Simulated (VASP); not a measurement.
# Bi (Fd-3m) in VASP: further runs

The runs below take Bi through relaxation of cell and atoms, with PBE.

Program: VASP 6.6.1. These are calculated values, not measurements. Logs are shortened: lines on timing, memory, paths and dates and some standing lists are left out, and cuts for length are marked.

**1. The cell of the first run**

The structure is cubic, space group Fd-3m (No. 227). Conventional cell: a = 6.840 Å, b = 6.840 Å, c = 6.840 Å, α = 90.00°, β = 90.00°, γ = 90.00°. Within 3.9 Å of Bi (site symmetry -43m) lie 4 Bi at 2.96 Å.

This isn't the form of Bi at room conditions, which is rhombohedral.

**2. Relaxation of cell and atoms, PBE**

INCAR

```
ALGO = Normal ; EDIFF = 1E-7
EDIFFG = -0.005 ; ENCUT = 600
GGA = PE ; IBRION = 2
ISIF = 3 ; ISMEAR = -1
LASPH = T ; LCHARG = F
LREAL = F ; LWAVE = F
NELM = 100 ; NSW = 60
PREC = Accurate ; SIGMA = 0.05
```

KPOINTS

```
k-points
0
Gamma
  11 11 11
```

POSCAR

```
Bi
1.0
    0.0000000000      3.4199518934      3.4199518934
    3.4199518934      0.0000000000      3.4199518934
    3.4199518934      3.4199518934      0.0000000000
Bi
2
Direct
   -0.1250000000     -0.1250000000     -0.1250000000
    0.1250000000      0.1250000000      0.1250000000
```

Potentials or basis: VASP PAW PBE potentials, release 64 (Bi_d).

Command:

```console
cat potpaw_PBE.64/Bi_d/POTCAR > POTCAR
mpirun -np 1 vasp_std > vasp.out
```

OUTCAR:

```text
EDIFF = 1E-7
   EDIFFG = -0.005
   ENCUT = 600
   GGA = PE
   IBRION = 2
   ISIF = 3
   ISMEAR = -1
   LASPH = T
   LREAL = F
   NELM = 100
   NSW = 60
   PREC = Accurate

 ion  position               nearest neighbor table
   1  0.875  0.875  0.875-   2 2.96   2 2.96   2 2.96   2 2.96
   2  0.125  0.125  0.125-   1 2.96   1 2.96   1 2.96   1 2.96

  LATTYP: Found a face centered cubic cell.
 ALAT       =     6.8399037868

  Lattice vectors:

 A1 = (   0.0000000000,   3.4199518934,   3.4199518934)
 A2 = (   3.4199518934,   0.0000000000,   3.4199518934)
 A3 = (   3.4199518934,   3.4199518934,   0.0000000000)

Analysis of symmetry for initial positions (statically):
=====================================================================
 Subroutine PRICEL returns:
 Original cell was already a primitive cell.

 Routine SETGRP: Setting up the symmetry group for a
 face centered cubic supercell.

 Subroutine GETGRP returns: Found 48 space group operations
 (whereof 12 operations were pure point group operations)
 out of a pool of 48 trial point group operations.

The static configuration has the point symmetry D_3d.
 The point group associated with its full space group is O_h .

Analysis of symmetry for dynamics (positions and initial velocities):
=====================================================================
 Subroutine PRICEL returns:
 Original cell was already a primitive cell.

 Routine SETGRP: Setting up the symmetry group for a
 face centered cubic supercell.

 Subroutine GETGRP returns: Found 48 space group operations
 (whereof 12 operations were pure point group operations)
 out of a pool of 48 trial point group operations.

The dynamic configuration has the point symmetry D_3d.
 The point group associated with its full space group is O_h .

 Subroutine INISYM returns: Found 48 space group operations
 (whereof 12 operations are pure point group operations),
 and found     1 'primitive' translations

----------------------------------------------------------------------------------------

                                     Primitive cell

  volume of cell :      80.0000

  direct lattice vectors                    reciprocal lattice vectors
     0.000000000  3.419951893  3.419951893    -0.146200887  0.146200887  0.146200887
     3.419951893  0.000000000  3.419951893     0.146200887 -0.146200887  0.146200887
     3.419951893  3.419951893  0.000000000     0.146200887  0.146200887 -0.146200887

[... 86 lines left out ...]
   NSW    =     60    number of steps for IOM
   IBRION =      2    ionic relax: 0-MD 1-quasi-New 2-CG
   NFREE  =      1    steps in history (QN), initial steepest desc. (CG)
   ISIF   =      3    stress and relaxation
   ISYM   =      2    0-nonsym 1-usesym 2-fastsym
   POTIM  = 0.5000    time-step for ionic-motion
   TEBEG  =    0.0;   TEEND  =   0.0 temperature during run
   PSTRESS=    0.0 pullay stress
   NELECT =      30.0000    total number of electrons
   NUPDOWN=      -1.0000    fix difference up-down
   EMIN   =  10.00;   EMAX   =-10.00  energy-range for DOS
   EFERMI =   0.00;   METHOD = LEGACY
   ISMEAR =    -1;   SIGMA  =   0.05  broadening in eV -4-tet -1-fermi 0-gaus
   EFERMI_NEDOS =   21; number of points for ismear=-14 and -15
   IALGO  =     38    algorithm
   IMIX   =      4    mixing-type and parameters
     AMIX     =   0.40;   BMIX     =  1.00
     AMIX_MAG =   1.60;   BMIX_MAG =  1.00
  volume/ion in A,a.u.               =      40.00       269.93
  Fermi-wavevector in a.u.,A,eV,Ry     =   1.180552  2.230920 18.962492  1.393704
  Thomas-Fermi vector in A             =   2.316843
   LORBIT       =      0    0 simple, 1 ext, 2 COOP (PROOUT), +10 PAW based schemes
   GGA     = PE    functional components
   LHFCALC =     F    Hartree Fock is set to
   AEXX    =    0.0000 exact exchange contribution
   IVDW    =     0    specifies the selected vdW correction
   LEPSILON=     F    determine dielectric tensor
   LRPA    =     F    only Hartree local field effects (RPA)
 conjugate gradient relaxation of ions
 non-spin polarized calculation
  energy-cutoff  :      600.00
  volume of cell :       80.00
 maximum number of plane-waves:      2701
   NGX = 19   NGY = 19   NGZ = 19

--------------------------------------- Ionic step        1  -------------------------------------------

 number of electron      30.0000002 magnetization

 Free energy of the ion-electron system (eV)
  ---------------------------------------------------
  ext. energy  EPLUGINS =         0.00000000
  ---------------------------------------------------
  free energy    TOTEN  =        -7.02786974 eV

  energy without entropy =       -7.01975814  energy(sigma->0) =       -7.02381394

------------------------ aborting loop because EDIFF is reached ----------------------------------------

  FORCE on cell =-STRESS in cart. coord.  units (eV):
  Direction    XX          YY          ZZ          XY          YZ          ZX
  --------------------------------------------------------------------------------------
  -------------------------------------------------------------------------------------
  Total        4.0950264      4.0950264      4.0950264      0.0000000      0.0000000     -0.0000000
  in kB       82.0119808     82.0119808     82.0119808      0.0000000      0.0000000     -0.0000000
  external PRESSURE =      82.0119808 kB  Pullay stress =       0.0000000 kB
[... 131 lines left out ...]
--------------------------------------- Ionic step        5  -------------------------------------------

 number of electron      29.9999989 magnetization

 Free energy of the ion-electron system (eV)
  ---------------------------------------------------
  ext. energy  EPLUGINS =         0.00000000
  ---------------------------------------------------
  free energy    TOTEN  =        -7.38754897 eV

  energy without entropy =       -7.37759577  energy(sigma->0) =       -7.38257237

 E-fermi :   3.4700     XC(G=0):  -7.8731

 val. band max:        3.4317233128   @ k =  -0.3636   0.3636   0.1818
 cond. band min:       3.5051635742   @ k =   0.3636   0.2727   0.0000
 fundamental gap:      0.0734402614
 Fermi energy:         3.4700472442

 k-point     1 :       0.0000    0.0000    0.0000
  band No.  band energies     occupation
      1     -19.2380      2.00000
      2     -19.2380      2.00000
      3     -19.2380      2.00000
      4     -19.1989      2.00000
      5     -19.1989      2.00000
      6     -19.0409      2.00000
[... 505 lines left out ...]
      6     -19.0788      2.00000
[... 11 lines left out ...]
     18       5.9262      0.00000
     19       9.0587      0.00000

 [... further k-points ...]
[... 5 lines left out ...]
  --------------------------------------------------------------------------------------
  -------------------------------------------------------------------------------------
  Total        0.0062954      0.0062954      0.0062954      0.0000000     -0.0000000     -0.0000000
  in kB        0.1043877      0.1043877      0.1043877      0.0000000     -0.0000000     -0.0000000
  external PRESSURE =       0.1043877 kB  Pullay stress =       0.0000000 kB
[... 17 lines left out ...]
  FREE ENERGIE OF THE ION-ELECTRON SYSTEM (eV)
  ---------------------------------------------------
  free  energy   TOTEN  =        -7.3875489700 eV

  energy  without entropy=       -7.3775957666  energy(sigma->0) =       -7.38257237

 reached required accuracy - stopping structural energy minimisation
```

OSZICAR:

```text
N       E                     dE             d eps       ncg     rms          rms(c)
DAV:   1     0.302265854088E+03    0.30227E+03   -0.17582E+04  2128   0.199E+03
[... 56 lines left out ...]
DAV:   3    -0.738753769220E+01    0.37359E-03   -0.17066E-03  2743   0.603E-01    0.108E-02
DAV:   4    -0.738754245623E+01   -0.47640E-05   -0.34056E-05  2198   0.613E-02    0.534E-03
DAV:   5    -0.738755048782E+01   -0.80316E-05   -0.15100E-05  2713   0.389E-02    0.466E-03
DAV:   6    -0.738754962825E+01    0.85956E-06   -0.18613E-06  2653   0.212E-02    0.105E-03
DAV:   7    -0.738754904293E+01    0.58532E-06   -0.13911E-07  1707   0.211E-03    0.384E-04
DAV:   8    -0.738754892250E+01    0.12043E-06   -0.39426E-08  1328   0.103E-03    0.109E-04
DAV:   9    -0.738754896997E+01   -0.47466E-07   -0.19668E-09  1079   0.410E-04
   5 F= -.73875490E+01 E0= -.73825724E+01  d E =-.404251E-04
```

It took 3.6 min on 1 thread of Intel Xeon 6975P-C (Granite Rapids), shared host; peak memory 0.3 GiB.

What came out:

| Item | Value |
| --- | --- |
| Free energy | -7.3875 eV |
| Relaxed volume | 48.31 Å³/atom |
| Relaxed cell | a = 5.151 Å, b = 5.151 Å, c = 5.151 Å, α = 60.00°, β = 60.00°, γ = 60.00° |
| Space group after relaxing (to 0.1 Å) | Fd-3m (No. 227) |
| Energy gained by relaxing | 179.8 meV/atom |
| Ionic steps | 5 |
| Pressure after relaxing | 0.0 GPa |
| Band gap on the k mesh | zero (bands 15 and 16 overlap by 0.57 eV) |

Step by step:
```tsv
step	energy change (eV)	largest force (eV/Å)	pressure (GPa)	volume (Å³)
1	0.0000	0.0000	8.20	80.00
2	-0.2893	0.0000	-2.19	106.13
3	-0.3597	0.0000	0.04	96.52
4	-0.3596	0.0000	-0.06	96.87
5	-0.3597	0.0000	0.01	96.62
```

Final structure:
```
CELL_PARAMETERS angstrom
0.00000 3.64210 3.64210
3.64210 0.00000 3.64210
3.64210 3.64210 0.00000
ATOMIC_POSITIONS crystal
Bi 0.87500 0.87500 0.87500
Bi 0.12500 0.12500 0.12500
```

Caveat: the volume moved by over 15 % at a fixed basis, so the end points are rough; spin-orbit coupling is left out, which moves the levels of the heavy elements.

**3. Relaxation of cell and atoms, PBE**

This run uses another cell than the first one, of 48.40 Å³/atom.

INCAR

```
  ALGO = Normal
  EDIFF = 1E-6
  EDIFFG = -0.005
  ENCUT = 600
  GGA = PE
  IBRION = 2
  ISIF = 3
  ISMEAR = -1
  LASPH = T
  LCHARG = F
  LREAL = F
  LWAVE = F
  NELM = 60
  NSW = 45
  PREC = Accurate
  SIGMA = 0.05
```

KPOINTS is that of step 2.

POSCAR

```
Bi
1.0
    0.0000000000      3.6442407693      3.6442407693
    3.6442407693      0.0000000000      3.6442407693
    3.6442407693      3.6442407693      0.0000000000
Bi
2
Direct
   -0.1250000000     -0.1250000000     -0.1250000000
    0.1250000000      0.1250000000      0.1250000000
```

Potentials or basis: VASP PAW PBE potentials, release 64 (Bi_d).

Command:

```console
cat potpaw_PBE.64/Bi_d/POTCAR > POTCAR
mpirun -np 1 vasp_std > vasp.out
```

It took 76 s on 1 thread of Intel Xeon 6975P-C (Granite Rapids), shared host; peak memory 0.3 GiB.

Results (log left out):

* Free energy: -7.3919 eV
* Pressure after relaxing: 0.0 GPa
* Band gap on the k mesh: zero (bands 15 and 16 overlap by 0.57 eV)

Final structure:
```
Bi
1.0
     0.00000    3.64424    3.64424
     3.64424    0.00000    3.64424
     3.64424    3.64424    0.00000
Bi
2
Direct
  0.87500 0.87500 0.87500
  0.12500 0.12500 0.12500
```

Levels at points of the mesh, in eV from the Fermi level:
```csv
k point,band 13,band 14,band 15,band 16,band 17,band 18
"(0.00, 0.00, 0.00)",-1.21,-1.21,-1.21,0.95,0.95,0.95
```

Caveat: the relaxation stopped at its first step, so nothing moved; spin-orbit coupling is left out, which moves the levels of the heavy elements.

The gap in the log of VASP goes by the Fermi energy; the results here count the filled bands.